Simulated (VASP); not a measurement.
**Tl: single point with PBE**

The system is Tl.

```
CELL_PARAMETERS angstrom
5.62964 0.00000 0.00000
-2.81482 4.87541 0.00000
0.00000 0.00000 3.46511
ATOMIC_POSITIONS crystal
Tl 0.00000 0.00000 0.00000
Tl 0.33333 0.66667 0.50000
Tl 0.66667 0.33333 0.50000
```

This isn't the form of Tl at room conditions, which is hcp.

```json
{"Program": "VASP 6.6.1", "Task": "single point", "Functional": "PBE", "Potentials or basis": "VASP PAW PBE potentials, release 64 (Tl_d)", "Cutoff": "520 eV", "k mesh": "7 × 7 × 10", "Occupations": "fermi-dirac, width 0.1 eV", "Spin": "no spin polarisation", "Dipole correction": "no", "k mesh for the DOS": "11 × 11 × 15", "Occupations for the DOS": "tetrahedron", "Further INCAR settings": "ALGO = Normal; EDIFF = 1e-06"}
```

The valence electrons inside the program's atomic spheres are Tl 11.18, 11.19 (each value once).

Levels at points of the mesh, in eV from the Fermi level:
| k point | band 16 | band 17 | band 18 | band 19 | band 20 | band 21 | band 22 | band 23 |
| --- | --- | --- | --- | --- | --- | --- | --- | --- |
| (0.00, 0.00, 0.00) | -9.50 | -4.62 | -4.29 | -0.41 | -0.41 | -0.25 | -0.25 | 4.38 |

Run time: 100 s on 1 thread of Intel(R) Xeon(R) 6975P-C (Granite Rapids) (shared host), peak memory 0.35 GiB.

Caveat: spin-orbit coupling is left out, which moves the levels of the heavy elements.
